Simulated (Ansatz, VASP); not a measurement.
## Two plane-wave programs on Ru

The input INCAR:

```
SYSTEM = Ru
PREC = Accurate
ENCUT = 520
EDIFF = 1E-7
ISMEAR = -1
SIGMA = 0.01
LREAL = .FALSE.
LASPH = .TRUE.
NELM = 150
ALGO = Normal
ISIF = 2
LWAVE = .FALSE.
LCHARG = .FALSE.
ISPIN = 2
MAGMOM = 4
LORBIT = 11
LMAXMIX = 4
GGA = PE
ISYM = 0
NBANDS = 17
```

The input KPOINTS:

```
Automatic mesh
0
G
  1 1 1
  0 0 0
```

Contents of POSCAR:

```
Ru
1.0
   14.0000000000      0.0000000000      0.0000000000
    0.0000000000     14.4000000000      0.0000000000
    0.0000000000      0.0000000000     14.8000000000
Ru
1
Direct
    0.5000000000      0.5000000000      0.5000000000
```

Input for Ansatz:

```yaml
crystal:
  lattice:
    - [14.0, 0.0, 0.0]
    - [0.0, 14.4, 0.0]
    - [0.0, 0.0, 14.8]
  atoms:
    - { symbol: Ru, position: [0.5, 0.5, 0.5], spin: 4.0 }
  symmetry: { detect: false, time_reversal: true }
hamiltonian:
  xc: pbe
  pseudopotentials:
    kind: paw
    azcp:
      Ru: "pseudopotentials/Ru.paw.azcp"
basis:
  ecutwfc: 420
  fft_grid_basis: typed
kpoints:
  mp_grid: { grid: [1, 1, 1], shift: [0, 0, 0] }
magnetization:
  spin_polarized: true
scf:
  occupations: { method: fermi_dirac, width: 0.01 }
```

Alike in both runs: task single point; functional PBE; k mesh 1 × 1 × 1; occupations fermi-dirac, width 0.01 eV; collinear spin.

|  | VASP | Ansatz |
| --- | --- | --- |
| version | VASP 6.6.1 | Ansatz 0.2.0 |
| potentials or method | VASP PAW PBE potentials, release 64 (Ru_pv), cutoff 520 eV | plane waves (420 eV) with PAW, scalar-relativistic |
| valence electrons in the cell | 14 | 16 |

|  | VASP | Ansatz | Ansatz less VASP |
| --- | --- | --- | --- |
| gap on the k mesh at the Fermi level (eV) | 0.81 | 0.83 | +0.014 |
| net moment per atom (μB) | 4.00 | 4.00 | 0.000 |
| size of the moment on the site where the two differ most (μB) | 2.89 | 4.00 | +1.106 |

Site moments also hang on the region over which each program counts them. VASP's potentials hold 14 valence electrons a cell and Ansatz's 16, so a difference there can come from the potentials and not from the codes.
